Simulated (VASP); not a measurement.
# TlBr (Pm-3m) in VASP: notebook, part 2 of 2

VASP 6.6.1.

## Step 3: Elastic constants, PBEsol

This run uses another cell than the first one, of 29.99 Å³/atom.

Contents of INCAR:

```
SYSTEM = TlBr
PREC = Accurate ; ENCUT = 500
EDIFF = 1E-8 ; ISMEAR = 0
SIGMA = 0.01 ; LREAL = .FALSE.
LASPH = .TRUE. ; NELM = 120
ALGO = Normal ; ISIF = 3
LWAVE = .FALSE. ; LCHARG = .FALSE.
GGA = PS ; NBANDS = 17
IBRION = 6 ; NFREE = 2
POTIM = 0.015 ; NSW = 1
GGA_COMPAT = .FALSE.
```

Contents of KPOINTS:

```
regular mesh
0
G
  6 6 6
  0 0 0
```

Contents of POSCAR:

```
TlBr
1.0
    3.9145159672      0.0000000000      0.0000000000
    0.0000000000      3.9145159672      0.0000000000
    0.0000000000      0.0000000000      3.9145159672
Tl Br
1 1
Direct
    0.0000000000      0.0000000000      0.0000000000
    0.5000000000      0.5000000000      0.5000000000
```

Potentials or basis: VASP PAW PBE potentials, release 64 (Tl_d, Br).

Command:

```
cat potpaw_PBE.64/Tl_d/POTCAR potpaw_PBE.64/Br/POTCAR > POTCAR
mpirun -np 1 vasp_std > vasp.out
```

OUTCAR:

```text
SYSTEM = TlBr
   PREC = Accurate
   ENCUT = 500
   EDIFF = 1E-8
   ISMEAR = 0
   LREAL = .FALSE.
   LASPH = .TRUE.
   NELM = 120
   ISIF = 3
   GGA = PS
   IBRION = 6
   NFREE = 2
   POTIM = 0.015
   NSW = 1

 ion  position               nearest neighbor table
   1  0.000  0.000  0.000-   2 3.39   2 3.39   2 3.39   2 3.39   2 3.39   2 3.39   2 3.39   2 3.39

   2  0.500  0.500  0.500-   1 3.39   1 3.39   1 3.39   1 3.39   1 3.39   1 3.39   1 3.39   1 3.39

  LATTYP: Found a simple cubic cell.
 ALAT       =     3.9145159672

  Lattice vectors:

 A1 = (   3.9145159672,   0.0000000000,   0.0000000000)
 A2 = (   0.0000000000,   3.9145159672,   0.0000000000)
 A3 = (   0.0000000000,   0.0000000000,   3.9145159672)

Analysis of symmetry for initial positions (statically):
=====================================================================
 Subroutine PRICEL returns:
 Original cell was already a primitive cell.

 Routine SETGRP: Setting up the symmetry group for a
 simple cubic supercell.

 Subroutine GETGRP returns: Found 48 space group operations
 (whereof 48 operations were pure point group operations)
 out of a pool of 48 trial point group operations.

The static configuration has the point symmetry O_h .

Analysis of symmetry for dynamics (positions and initial velocities):
=====================================================================
 Subroutine PRICEL returns:
 Original cell was already a primitive cell.

 Routine SETGRP: Setting up the symmetry group for a
 simple cubic supercell.

 Subroutine GETGRP returns: Found 48 space group operations
 (whereof 48 operations were pure point group operations)
 out of a pool of 48 trial point group operations.

The dynamic configuration has the point symmetry O_h .

 Subroutine INISYM returns: Found 48 space group operations
 (whereof 48 operations are pure point group operations),
 and found     1 'primitive' translations

----------------------------------------------------------------------------------------

                                     Primitive cell

  volume of cell :      59.9838

  direct lattice vectors                    reciprocal lattice vectors
     3.914515967  0.000000000  0.000000000     0.255459425  0.000000000  0.000000000
     0.000000000  3.914515967  0.000000000     0.000000000  0.255459425  0.000000000
     0.000000000  0.000000000  3.914515967     0.000000000  0.000000000  0.255459425

  length of vectors
     3.914515967  3.914515967  3.914515967     0.255459425  0.255459425  0.255459425

  position of ions in fractional coordinates (direct lattice)
     0.000000000  0.000000000  0.000000000
     0.500000000  0.500000000  0.500000000

[... 223 lines left out ...]
  free  energy   TOTEN  =        -6.0288956486 eV

  energy  without entropy=       -6.0288956486  energy(sigma->0) =       -6.02889565

[... ionic steps 4 to 14 ...]

--------------------------------------- Ionic step       15  -------------------------------------------

 number of electron      19.9999998 magnetization

------------------------ aborting loop because EDIFF is reached ----------------------------------------
[... 67 lines left out ...]
--------------------------------------- Ionic step       17  -------------------------------------------

 number of electron      19.9999996 magnetization

 Free energy of the ion-electron system (eV)
  ---------------------------------------------------
  ext. energy  EPLUGINS =         0.00000000
  ---------------------------------------------------
  free energy    TOTEN  =        -6.03065786 eV

  energy without entropy =       -6.03065786  energy(sigma->0) =       -6.03065786

 E-fermi :   2.8562     XC(G=0):  -9.4205

 val. band max:        2.8061238972   @ k =   0.0000   0.5000   0.0000
 cond. band min:       4.3977696544   @ k =   0.5000   0.0000   0.0000
 fundamental gap:      1.5916457572
 Fermi energy:         2.8561901569

 k-point     1 :       0.0000    0.0000    0.0000
  band No.  band energies     occupation
      1     -11.2631      2.00000
      2      -7.3710      2.00000
      3      -7.3710      2.00000
      4      -7.1637      2.00000
      5      -7.1637      2.00000
      6      -7.1637      2.00000
[... 457 lines left out ...]
      4      -7.1944      2.00000
      5      -7.1831      2.00000
      6      -7.1769      2.00000
[... 9 lines left out ...]
     16      14.1342      0.00000
     17      14.7809      0.00000

 [... further k-points ...]
[... 5 lines left out ...]
  --------------------------------------------------------------------------------------
  -------------------------------------------------------------------------------------
  Total       -0.0037716     -0.0039060     -0.0039060     -0.0000000      0.0000000      0.0000000
  in kB       -0.1007399     -0.1043289     -0.1043289     -0.0000000      0.0000000      0.0000000
  external PRESSURE =      -0.1031326 kB  Pullay stress =       0.0000000 kB
[... 17 lines left out ...]
  FREE ENERGIE OF THE ION-ELECTRON SYSTEM (eV)
  ---------------------------------------------------
  free  energy   TOTEN  =        -6.0306578611 eV

  energy  without entropy=       -6.0306578611  energy(sigma->0) =       -6.03065786

 INTERNAL STRAIN TENSORS FROM STRAINED CELLS
 ============================================

 INTERNAL STRAIN TENSOR FOR ION    1 for displacements in x,y,z  (eV/Angst):
          X           Y           Z          XY          YZ          ZX
  --------------------------------------------------------------------------------
  x     0.00000     0.00000     0.00000     0.00000     0.00000     0.00000
  y     0.00000     0.00000     0.00000     0.00000     0.00000     0.00000
  z     0.00000     0.00000     0.00000     0.00000    -0.00000     0.00000

 INTERNAL STRAIN TENSORS FROM DISPLACED ATOMS
 ============================================

 INTERNAL STRAIN TENSOR FOR ION    1 for displacements in x,y,z  (eV/Angst):
          X           Y           Z          XY          YZ          ZX
  --------------------------------------------------------------------------------
  x     0.00000     0.00000     0.00000     0.00000     0.00000     0.00000
  y     0.00000     0.00000     0.00000     0.00000     0.00000     0.00000
  z     0.00000     0.00000     0.00000     0.00000     0.00000     0.00000

 INTERNAL STRAIN TENSOR FOR ION    2 for displacements in x,y,z  (eV/Angst):
          X           Y           Z          XY          YZ          ZX
  --------------------------------------------------------------------------------
  x     0.00000     0.00000     0.00000     0.00000     0.00000     0.00000
  y     0.00000     0.00000     0.00000     0.00000     0.00000     0.00000
  z     0.00000     0.00000     0.00000     0.00000     0.00000     0.00000

 Eigenvectors and eigenvalues of the dynamical matrix
 ----------------------------------------------------

   1 f  =    1.165754 THz     7.324645 2PiTHz   38.885352 cm-1     4.821167 meV
             X         Y         Z           dx          dy          dz
      0.000000  0.000000  0.000000    -0.527670    0.000000   -0.000000
      1.957258  1.957258  1.957258     0.849450   -0.000000    0.000000
[... 21 lines left out ...]
   6 f/i=    0.003422 THz     0.021503 2PiTHz    0.114155 cm-1     0.014153 meV
             X         Y         Z           dx          dy          dz
      0.000000  0.000000  0.000000    -0.000000   -0.000000    0.849450
      1.957258  1.957258  1.957258     0.000000    0.000000    0.527670

--------------------------------------------------------------------------------------------------------

 ELASTIC MODULI CONTR FROM IONIC RELAXATION (kBar)
 Direction    XX          YY          ZZ          XY          YZ          ZX
 --------------------------------------------------------------------------------
 XX           0.0000      0.0000      0.0000      0.0000      0.0000      0.0000
 YY           0.0000      0.0000      0.0000      0.0000      0.0000      0.0000
 ZZ           0.0000      0.0000      0.0000      0.0000      0.0000      0.0000
 XY           0.0000      0.0000      0.0000      0.0000      0.0000      0.0000
 YZ           0.0000      0.0000      0.0000      0.0000      0.0000      0.0000
 ZX           0.0000      0.0000      0.0000      0.0000      0.0000      0.0000
 --------------------------------------------------------------------------------

 TOTAL ELASTIC MODULI (kBar)
 Direction    XX          YY          ZZ          XY          YZ          ZX
 --------------------------------------------------------------------------------
 XX         434.5007    186.7533    186.7533     -0.0000      0.0000      0.0000
 YY         186.7533    434.5007    186.7533     -0.0000     -0.0000      0.0000
 ZZ         186.7533    186.7533    434.5007      0.0000     -0.0000     -0.0000
 XY          -0.0000     -0.0000      0.0000    102.3382      0.0000      0.0000
 YZ           0.0000     -0.0000     -0.0000      0.0000    102.3382      0.0000
 ZX           0.0000      0.0000     -0.0000      0.0000      0.0000    102.3382
 --------------------------------------------------------------------------------
```

stdout:

```text
POSCAR found type information on POSCAR TlBr
 POSCAR found :  2 types and       2 ions
 scaLAPACK will be used
 -----------------------------------------------------------------------------
|                                                                             |
|                                                                             |
|     You enforced a specific xc type in the INCAR file but a different       |
|     I HOPE YOU KNOW WHAT YOU ARE DOING!                                     |
|                                                                             |
[... 33 lines left out ...]
 Finite differences progress:
 bond charge predicted
 Finite differences progress:
 bond charge predicted
 Finite differences progress:
 bond charge predicted
 Finite differences progress:
 bond charge predicted
 Finite differences progress:
 bond charge predicted
 Finite differences progress:
```

Wall time 3.7 min (1 thread of AMD EPYC 9R45 (Zen 5), shared host); peak memory 0.28 GiB.

What came out:

```yaml
Elastic_constants_C11_C12_C44: 43, 19, 10 GPa
Voigt_bulk_modulus: 27 GPa
Highest_phonon_frequency_at_Γ_LO-TO_splitting_left_out: 39 cm⁻¹
```

Phonon frequencies in cm⁻¹ (negative: imaginary):
```tsv
q point	frequencies
(0.000, 0.000, 0.000)	0 0 0 39 39 39
```

Elastic tensor in Voigt notation (GPa, in the Cartesian axes of the cell as first typed):
```
43 19 19  0  0  0
19 43 19  0  0  0
19 19 43  0  0  0
 0  0  0 10  0  0
 0  0  0  0 10  0
 0  0  0  0  0 10
```

Clamped-ion elastic tensor (GPa):
```
43 19 19  0  0  0
19 43 19  0  0  0
19 19 43  0  0  0
 0  0  0 10  0  0
 0  0  0  0 10  0
 0  0  0  0  0 10
```

Caveat: the PAW data sets were made with another functional, which shifts forces and pressure a little; spin-orbit coupling is left out, which moves the levels of the heavy elements.

## Step 4: Elastic constants, PBEsol

This run uses another cell than the first one, of 29.99 Å³/atom.

Contents of INCAR:

```
ALGO = Normal ; EDIFF = 1E-8
ENCUT = 500 ; GGA = PS
GGA_COMPAT = F ; IBRION = 6
ISIF = 3 ; ISMEAR = 0
LASPH = T ; LCHARG = F
LREAL = F ; LWAVE = F
NBANDS = 17 ; NELM = 120
NFREE = 2 ; NSW = 1
POTIM = 0.015 ; PREC = Accurate
SIGMA = 0.01
```

Contents of KPOINTS:

```
k-points
0
Gamma
  6 6 6
```

POSCAR is that of step 3.

Command:

```
cat potpaw_PBE.64/Tl_d/POTCAR potpaw_PBE.64/Br/POTCAR > POTCAR
mpirun -np 1 vasp_std > vasp.out
```

Run time: 3.7 min. Hardware: 1 thread of AMD EPYC 9R45 (Zen 5), shared host; peak memory 0.28 GiB.

It converged, with:

| Item | Value |
| --- | --- |
| Elastic constants C11, C12, C44 | 43, 19, 10 GPa |
| Voigt bulk modulus | 27 GPa |
| Highest phonon frequency at Γ, LO-TO splitting left out | 39 cm⁻¹ |

Phonon frequencies in cm⁻¹ (negative: imaginary):
| q point | frequencies |
| --- | --- |
| (0.000, 0.000, 0.000) | 0 0 0 39 39 39 |

Elastic tensor in Voigt notation (GPa, in the Cartesian axes of the cell as first typed):
```
43 19 19  0  0  0
19 43 19  0  0  0
19 19 43  0  0  0
 0  0  0 10  0  0
 0  0  0  0 10  0
 0  0  0  0  0 10
```

Clamped-ion elastic tensor (GPa):
```
43 19 19  0  0  0
19 43 19  0  0  0
19 19 43  0  0  0
 0  0  0 10  0  0
 0  0  0  0 10  0
 0  0  0  0  0 10
```

Caveat: the PAW data sets were made with another functional, which shifts forces and pressure a little; spin-orbit coupling is left out, which moves the levels of the heavy elements.
